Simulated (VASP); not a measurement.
# PtPb (P6_3/mmc) in VASP: notebook, part 2 of 3

VASP 6.6.1. Earlier steps stand in the parts before.

### 3 Electric field gradients, LDA (zz strain of +2 %)

INCAR

```
SYSTEM = PtPb
  PREC = Accurate
  ENCUT = 520
  EDIFF = 1E-8
  ISMEAR = -1
  SIGMA = 0.05
  LREAL = .False.
  LASPH = .True.
  NELM = 80
  ALGO = Normal
  ISIF = 2
  LWAVE = .False.
  LCHARG = .False.
  GGA = CA
  LEFG = .True.
  NBANDS = 32
```

KPOINTS

```
regular mesh
0
Gamma
  10 10 7
  0 0 0
```

POSCAR

```
PtPb
1.0
    4.2500008807      0.0000000000      0.0000000000
   -2.1250004404      3.6806087288      0.0000000000
    0.0000000000      0.0000000000      5.5651200000
Pt Pb
2 2
Direct
    0.3333333333      0.6666666667      0.2500000000
    0.6666666667      0.3333333333      0.7500000000
    0.0000000000      0.0000000000      0.0000000000
    0.0000000000      0.0000000000      0.5000000000
```

Potentials or basis: VASP PAW LDA potentials, release 64 (Pt, Pb_d).

Started as:

```
> cat potpaw_LDA.64/Pt/POTCAR potpaw_LDA.64/Pb_d/POTCAR > POTCAR
> mpirun -np 1 vasp_std > vasp.out
```

OUTCAR:

```text
SYSTEM = PtPb
   PREC = Accurate
   ENCUT = 520
   EDIFF = 1E-8
   ISMEAR = -1
   LREAL = .False.
   LASPH = .True.
   NELM = 80
   ISIF = 2
   GGA = CA

 ion  position               nearest neighbor table
   1  0.333  0.667  0.250-   3 2.82   4 2.82   3 2.82   4 2.82   3 2.82   4 2.82
   2  0.667  0.333  0.750-   3 2.82   4 2.82   3 2.82   4 2.82   3 2.82   4 2.82
   3  0.000  0.000  0.000-   4 2.78   4 2.78   1 2.82   2 2.82   2 2.82   1 2.82   2 2.82   1 2.82

   4  0.000  0.000  0.500-   3 2.78   3 2.78   1 2.82   2 2.82   2 2.82   1 2.82   2 2.82   1 2.82

  LATTYP: Found a hexagonal cell.
 ALAT       =     4.2500008807
 C/A-ratio  =     1.3094397287

  Lattice vectors:

 A1 = (   4.2500008807,   0.0000000000,   0.0000000000)
 A2 = (  -2.1250004404,   3.6806087288,   0.0000000000)
 A3 = (   0.0000000000,   0.0000000000,   5.5651200000)

Analysis of symmetry for initial positions (statically):
=====================================================================
 Subroutine PRICEL returns:
 Original cell was already a primitive cell.

 Routine SETGRP: Setting up the symmetry group for a
 hexagonal supercell.

 Subroutine GETGRP returns: Found 24 space group operations
 (whereof 12 operations were pure point group operations)
 out of a pool of 24 trial point group operations.

The static configuration has the point symmetry D_3d.
 The point group associated with its full space group is D_6h.

Analysis of symmetry for dynamics (positions and initial velocities):
=====================================================================
 Subroutine PRICEL returns:
 Original cell was already a primitive cell.

 Routine SETGRP: Setting up the symmetry group for a
 hexagonal supercell.

 Subroutine GETGRP returns: Found 24 space group operations
 (whereof 12 operations were pure point group operations)
 out of a pool of 24 trial point group operations.

The dynamic configuration has the point symmetry D_3d.
 The point group associated with its full space group is D_6h.

 Subroutine INISYM returns: Found 24 space group operations
 (whereof 12 operations are pure point group operations),
 and found     1 'primitive' translations

----------------------------------------------------------------------------------------

                                     Primitive cell

  volume of cell :      87.0529

  direct lattice vectors                    reciprocal lattice vectors
     4.250000881  0.000000000  0.000000000     0.235294069  0.135847094  0.000000000
    -2.125000440  3.680608729  0.000000000     0.000000000  0.271694188  0.000000000
     0.000000000  0.000000000  5.565120000     0.000000000  0.000000000  0.179690645

  length of vectors
     4.250000881  4.250000881  5.565120000     0.271694188  0.271694188  0.179690645

  position of ions in fractional coordinates (direct lattice)
     0.333333333  0.666666667  0.250000000
     0.666666667  0.333333333  0.750000000
     0.000000000  0.000000000  0.000000000
     0.000000000  0.000000000  0.500000000

[... 92 lines left out ...]
   EFERMI =   0.00;   METHOD = LEGACY
   ISMEAR =    -1;   SIGMA  =   0.05  broadening in eV -4-tet -1-fermi 0-gaus
   EFERMI_NEDOS =   21; number of points for ismear=-14 and -15
   IALGO  =     38    algorithm
   IMIX   =      4    mixing-type and parameters
     AMIX     =   0.40;   BMIX     =  1.00
     AMIX_MAG =   1.60;   BMIX_MAG =  1.00
  volume/ion in A,a.u.               =      21.76       146.87
  Fermi-wavevector in a.u.,A,eV,Ry     =   1.342438  2.536840 24.519593  1.802139
  Thomas-Fermi vector in A             =   2.470592
   LORBIT       =      0    0 simple, 1 ext, 2 COOP (PROOUT), +10 PAW based schemes
   GGA     = CA    functional components
   LHFCALC =     F    Hartree Fock is set to
   AEXX    =    0.0000 exact exchange contribution
   IVDW    =     0    specifies the selected vdW correction
   LEPSILON=     F    determine dielectric tensor
   LRPA    =     F    only Hartree local field effects (RPA)
 non-spin polarized calculation
  energy-cutoff  :      520.00
  volume of cell :       87.05
 maximum number of plane-waves:      2368
 NGX is ok and might be reduce to    32
   NGX = 15   NGY = 15   NGZ = 21

 number of electron      48.0000009 magnetization

 Free energy of the ion-electron system (eV)
  ---------------------------------------------------
  ext. energy  EPLUGINS =         0.00000000
  ---------------------------------------------------
  free energy    TOTEN  =       -21.91474956 eV

  energy without entropy =      -21.89468258  energy(sigma->0) =      -21.90471607

 E-fermi :   8.4224     XC(G=0): -11.6998

 val. band max:        8.4184505069   @ k =   0.2000   0.2000   0.1429
 cond. band min:       8.4288180014   @ k =   0.3000   0.2000   0.2857
 fundamental gap:      0.0103674945
 Fermi energy:         8.4224486149

 k-point     1 :       0.0000    0.0000    0.0000
  band No.  band energies     occupation
      1      -9.6339      2.00000
      2      -8.9783      2.00000
      3      -8.9783      2.00000
      4      -8.4967      2.00000
      5      -8.4967      2.00000
      6      -8.4663      2.00000
[... 829 lines left out ...]
     31      15.7896      0.00000
     32      18.2364      0.00000

 [... further k-points ...]

------------------------ aborting loop because EDIFF is reached ----------------------------------------

  FORCE on cell =-STRESS in cart. coord.  units (eV):
  Direction    XX          YY          ZZ          XY          YZ          ZX
  --------------------------------------------------------------------------------------
  -------------------------------------------------------------------------------------
  Total       -2.0282464     -2.0282464     10.4087490      0.0000000      0.0000000      0.0000000
  in kB      -37.3291497    -37.3291497    191.5693009      0.0000000      0.0000000      0.0000000
  external PRESSURE =      38.9703338 kB  Pullay stress =       0.0000000 kB

 VOLUME and BASIS-vectors are now :
 -----------------------------------------------------------------------------
  energy-cutoff  :      520.00
  volume of cell :       87.05
      direct lattice vectors                 reciprocal lattice vectors
     4.250000881  0.000000000  0.000000000     0.235294069  0.135847094  0.000000000
    -2.125000440  3.680608729  0.000000000     0.000000000  0.271694188  0.000000000
     0.000000000  0.000000000  5.565120000     0.000000000  0.000000000  0.179690645

 POSITION                                       TOTAL-FORCE (eV/Angst)
 -----------------------------------------------------------------------------------
     -0.00000      2.45374      1.39128         0.000000     -0.000000     -0.000000
      2.12500      1.22687      4.17384        -0.000000      0.000000      0.000000
      0.00000      0.00000      0.00000        -0.000000     -0.000000      0.000000
      0.00000      0.00000      2.78256         0.000000     -0.000000      0.000000
 -----------------------------------------------------------------------------------
    total drift:                               -0.000000      0.000000      0.000000

  FREE ENERGIE OF THE ION-ELECTRON SYSTEM (eV)
  ---------------------------------------------------
  free  energy   TOTEN  =       -21.9147495577 eV

  energy  without entropy=      -21.8946825753  energy(sigma->0) =      -21.90471607

 Electric field gradients (V/A^2)
---------------------------------------------------------------------
 ion       V_xx      V_yy      V_zz      V_xy      V_xz      V_yz
---------------------------------------------------------------------
   1     -30.121   -30.121    60.242     0.000    -0.000     0.000
   2     -30.121   -30.121    60.242     0.000     0.000    -0.000
   3     -12.417   -12.415    24.832     0.002    -0.000     0.000
   4     -12.417   -12.415    24.832     0.002     0.000    -0.000
---------------------------------------------------------------------

 Electric field gradients after diagonalization (V/A^2)
 (convention: |V_zz| > |V_xx| > |V_yy|)
----------------------------------------------------------------------
 ion       V_xx      V_yy      V_zz     asymmetry (V_yy - V_xx)/ V_zz
----------------------------------------------------------------------
   1     -30.122   -30.120    60.242       0.000
   2     -30.122   -30.120    60.242       0.000
   3     -12.418   -12.414    24.832       0.000
   4     -12.418   -12.414    24.832       0.000
----------------------------------------------------------------------

           NMR quadrupolar parameters

 Cq : quadrupolar parameter    Cq=e*Q*V_zz/h
 eta: asymmetry parameters     (V_yy - V_xx)/ V_zz
 Q  : nuclear electric quadrupole moment in mb (millibarn)
----------------------------------------------------------------------
 ion       Cq(MHz)       eta       Q (mb)
----------------------------------------------------------------------
   1       0.146       0.000       1.000
   2       0.146       0.000       1.000
   3       0.060       0.000       1.000
   4       0.060       0.000       1.000
----------------------------------------------------------------------
```

OSZICAR:

```text
N       E                     dE             d eps       ncg     rms          rms(c)
DAV:   1     0.518999793873E+03    0.51900E+03   -0.22802E+04  3584   0.176E+03
DAV:   2     0.256958643866E+02   -0.49330E+03   -0.46432E+03  3808   0.474E+02
DAV:   3    -0.205988606721E+02   -0.46295E+02   -0.43932E+02  4424   0.165E+02
DAV:   4    -0.222185284155E+02   -0.16197E+01   -0.16167E+01  4120   0.314E+01
DAV:   5    -0.223023044837E+02   -0.83776E-01   -0.83769E-01  5424   0.702E+00    0.783E+00
DAV:   6    -0.219961213768E+02    0.30618E+00   -0.72117E-01  4192   0.691E+00    0.404E+00
DAV:   7    -0.219303987249E+02    0.65723E-01   -0.92940E-02  5160   0.396E+00    0.193E+00
DAV:   8    -0.219157083519E+02    0.14690E-01   -0.28903E-02  4696   0.123E+00    0.326E-01
DAV:   9    -0.219147739255E+02    0.93443E-03   -0.44644E-03  4776   0.881E-01    0.639E-02
DAV:  10    -0.219147490515E+02    0.24874E-04   -0.20179E-04  4928   0.168E-01    0.193E-02
DAV:  11    -0.219147495396E+02   -0.48808E-06   -0.82597E-06  5056   0.238E-02    0.227E-03
DAV:  12    -0.219147495600E+02   -0.20427E-07   -0.41976E-07  4760   0.518E-03    0.143E-03
DAV:  13    -0.219147495577E+02    0.22546E-08   -0.45092E-08  4128   0.209E-03
   1 F= -.21914750E+02 E0= -.21904716E+02  d E =-.200670E-01
```

stdout:

```text
POSCAR found type information on POSCAR PtPb
 POSCAR found :  2 types and       4 ions
 scaLAPACK will be used
 LDA part: xc-table for (Slater(with rela. corr.)+CA(PZ))
 , standard interpolation
 POSCAR, INCAR and KPOINTS ok, starting setup
 FFT: planning ... GRIDC
 FFT: planning ... GRID_SOFT
 FFT: planning ... GRID
 WAVECAR not read
 entering main loop
ion   1

ion   2

ion   3

ion   4
```

Wall time 52 s (1 thread of Intel Xeon 6975P-C (Granite Rapids), shared host); peak memory 0.25 GiB.

What came out:

| Property | Result |
| --- | --- |
| Free energy | -21.9147 eV |
| Pressure | 3.9 GPa |
| Band gap on the k mesh | zero (band 24 reaches 10.52 eV, above the bottom of band 25 at 7.66 eV) |

Stress tensor (GPa, compression positive):
```
-3.73  0.00  0.00
 0.00 -3.73  0.00
 0.00  0.00 19.16
```

Electric field gradients, principal values (V/Å²):
```
atom    least   middle  greatest (by size)
1 Pt  -30.120  -30.122              60.242
2 Pt  -30.120  -30.122              60.242
3 Pb  -12.414  -12.418              24.832
4 Pb  -12.414  -12.418              24.832
```

Caveat: the cell differs from its parent crystal (zz strain of +2 %); without QUAD_EFG the Cq values of the log hold for a quadrupole moment of 1 mb, not for the nuclei; spin-orbit coupling is left out, which moves the levels of the heavy elements.

### 4 Electric field gradients, LDA (volume scaled by 1.06)

INCAR

```
  PREC = Accurate
  ENCUT = 520
  EDIFF = 1E-8
  ISMEAR = -1
  SIGMA = 0.05
  LREAL = F
  LASPH = T
  NELM = 60
  ALGO = Normal
  ISIF = 2
  LWAVE = F
  LCHARG = F
  LEFG = T
  NBANDS = 32
```

KPOINTS

```
regular mesh
0
Gamma
  10 10 7
```

POSCAR

```
PtPb
1.0
    4.3333553933      0.0000000000      0.0000000000
   -2.1666776967      3.7527958542      0.0000000000
    0.0000000000      0.0000000000      5.5630075591
Pt Pb
2 2
Direct
    0.3333333333      0.6666666667      0.2500000000
    0.6666666667      0.3333333333      0.7500000000
    0.0000000000      0.0000000000      0.0000000000
    0.0000000000      0.0000000000      0.5000000000
```

Potentials or basis: VASP PAW LDA potentials, release 64 (Pt, Pb_d).

Started as:

```
> cat potpaw_LDA.64/Pt/POTCAR potpaw_LDA.64/Pb_d/POTCAR > POTCAR
> mpirun -np 1 vasp_std > vasp.out
```

OUTCAR:

```text
PREC = Accurate
   ENCUT = 520
   EDIFF = 1E-8
   ISMEAR = -1
   LREAL = F
   LASPH = T
   NELM = 60
   ISIF = 2

 ion  position               nearest neighbor table
   1  0.333  0.667  0.250-   3 2.86   4 2.86   3 2.86   4 2.86   3 2.86   4 2.86
   2  0.667  0.333  0.750-   3 2.86   4 2.86   3 2.86   4 2.86   3 2.86   4 2.86
   3  0.000  0.000  0.000-   4 2.78   4 2.78   1 2.86   2 2.86   2 2.86   1 2.86   2 2.86   1 2.86

   4  0.000  0.000  0.500-   3 2.78   3 2.78   1 2.86   2 2.86   2 2.86   1 2.86   2 2.86   1 2.86

  LATTYP: Found a hexagonal cell.
 ALAT       =     4.3333553933
 C/A-ratio  =     1.2837644398

  Lattice vectors:

 A1 = (   4.3333553933,   0.0000000000,   0.0000000000)
 A2 = (  -2.1666776967,   3.7527958542,   0.0000000000)
 A3 = (   0.0000000000,   0.0000000000,   5.5630075591)

Analysis of symmetry for initial positions (statically):
=====================================================================
 Subroutine PRICEL returns:
 Original cell was already a primitive cell.

 Routine SETGRP: Setting up the symmetry group for a
 hexagonal supercell.

 Subroutine GETGRP returns: Found 24 space group operations
 (whereof 12 operations were pure point group operations)
 out of a pool of 24 trial point group operations.

The static configuration has the point symmetry D_3d.
 The point group associated with its full space group is D_6h.

Analysis of symmetry for dynamics (positions and initial velocities):
=====================================================================
 Subroutine PRICEL returns:
[... 1011 lines left out ...]

  FORCE on cell =-STRESS in cart. coord.  units (eV):
  Direction    XX          YY          ZZ          XY          YZ          ZX
  --------------------------------------------------------------------------------------
  -------------------------------------------------------------------------------------
  Total       -4.2599547     -4.2599547      8.7525216      0.0000000      0.0000000      0.0000000
  in kB      -75.4443400    -75.4443399    155.0082712      0.0000000      0.0000000      0.0000000
  external PRESSURE =       1.3731971 kB  Pullay stress =       0.0000000 kB

 VOLUME and BASIS-vectors are now :
 -----------------------------------------------------------------------------
  energy-cutoff  :      520.00
  volume of cell :       90.47
      direct lattice vectors                 reciprocal lattice vectors
     4.333355393  0.000000000  0.000000000     0.230768056  0.133233999  0.000000000
    -2.166677697  3.752795854  0.000000000     0.000000000  0.266467998  0.000000000
     0.000000000  0.000000000  5.563007559     0.000000000  0.000000000  0.179758879

 POSITION                                       TOTAL-FORCE (eV/Angst)
 -----------------------------------------------------------------------------------
     -0.00000      2.50186      1.39075         0.000000     -0.000000      0.000000
      2.16668      1.25093      4.17226        -0.000000      0.000000      0.000000
      0.00000      0.00000      0.00000         0.000000      0.000000      0.000000
      0.00000      0.00000      2.78150        -0.000000      0.000000      0.000000
 -----------------------------------------------------------------------------------
    total drift:                                0.000000     -0.000000      0.000000

  FREE ENERGIE OF THE ION-ELECTRON SYSTEM (eV)
  ---------------------------------------------------
  free  energy   TOTEN  =       -21.7902514378 eV

  energy  without entropy=      -21.7666948323  energy(sigma->0) =      -21.77847314

 Electric field gradients (V/A^2)
---------------------------------------------------------------------
 ion       V_xx      V_yy      V_zz      V_xy      V_xz      V_yz
---------------------------------------------------------------------
   1     -27.765   -27.765    55.530     0.000    -0.000     0.000
   2     -27.765   -27.765    55.530     0.000     0.000    -0.000
   3      -4.645    -4.645     9.290     0.000    -0.000     0.000
   4      -4.645    -4.645     9.290     0.000     0.000    -0.000
---------------------------------------------------------------------

 Electric field gradients after diagonalization (V/A^2)
 (convention: |V_zz| > |V_xx| > |V_yy|)
----------------------------------------------------------------------
 ion       V_xx      V_yy      V_zz     asymmetry (V_yy - V_xx)/ V_zz
----------------------------------------------------------------------
   1     -27.766   -27.765    55.530       0.000
   2     -27.766   -27.765    55.530       0.000
   3      -4.645    -4.645     9.290       0.000
   4      -4.645    -4.645     9.290       0.000
----------------------------------------------------------------------

           NMR quadrupolar parameters

 Cq : quadrupolar parameter    Cq=e*Q*V_zz/h
 eta: asymmetry parameters     (V_yy - V_xx)/ V_zz
 Q  : nuclear electric quadrupole moment in mb (millibarn)
----------------------------------------------------------------------
 ion       Cq(MHz)       eta       Q (mb)
----------------------------------------------------------------------
   1       0.134       0.000       1.000
   2       0.134       0.000       1.000
   3       0.022       0.000       1.000
   4       0.022       0.000       1.000
----------------------------------------------------------------------
```

OSZICAR:

```text
N       E                     dE             d eps       ncg     rms          rms(c)
DAV:   1     0.521691291545E+03    0.52169E+03   -0.22698E+04  3584   0.176E+03
DAV:   2     0.271296478555E+02   -0.49456E+03   -0.46547E+03  3800   0.474E+02
DAV:   3    -0.203602800808E+02   -0.47490E+02   -0.44778E+02  4336   0.166E+02
DAV:   4    -0.220664563383E+02   -0.17062E+01   -0.17011E+01  4192   0.319E+01
DAV:   5    -0.221545420374E+02   -0.88086E-01   -0.88080E-01  5384   0.721E+00    0.691E+00
DAV:   6    -0.218664590968E+02    0.28808E+00   -0.71467E-01  4248   0.677E+00    0.352E+00
DAV:   7    -0.218061580537E+02    0.60301E-01   -0.90226E-02  5168   0.374E+00    0.180E+00
DAV:   8    -0.217912383292E+02    0.14920E-01   -0.31526E-02  4728   0.129E+00    0.347E-01
DAV:   9    -0.217902843688E+02    0.95396E-03   -0.44778E-03  4728   0.863E-01    0.666E-02
DAV:  10    -0.217902510523E+02    0.33316E-04   -0.22330E-04  5024   0.176E-01    0.202E-02
DAV:  11    -0.217902514010E+02   -0.34868E-06   -0.95247E-06  5056   0.247E-02    0.242E-03
DAV:  12    -0.217902514387E+02   -0.37716E-07   -0.52578E-07  4712   0.582E-03    0.152E-03
DAV:  13    -0.217902514378E+02    0.96315E-09   -0.53115E-08  4416   0.213E-03
   1 F= -.21790251E+02 E0= -.21778473E+02  d E =-.235566E-01
```

Wall time 2.9 min (1 thread of Intel Xeon 8259CL, shared host); peak memory 0.27 GiB.

Results:

```
Free energy            : -21.7903 eV
Pressure               : 0.1 GPa
Band gap on the k mesh : zero (band 24 reaches 9.69 eV, above the bottom of band 25 at 7.13 eV)
```

Stress tensor (GPa, compression positive):
```
-7.54  0.00  0.00
 0.00 -7.54  0.00
 0.00  0.00 15.50
```

Electric field gradients, principal values (V/Å²):
```csv
atom,least,middle,greatest (by size)
1 Pt,-27.765,-27.766,55.530
2 Pt,-27.765,-27.766,55.530
3 Pb,-4.645,-4.645,9.290
4 Pb,-4.645,-4.645,9.290
```

Caveat: without QUAD_EFG the Cq values of the log hold for a quadrupole moment of 1 mb, not for the nuclei; spin-orbit coupling is left out, which moves the levels of the heavy elements.

(Part 2 of 3 ends here.)
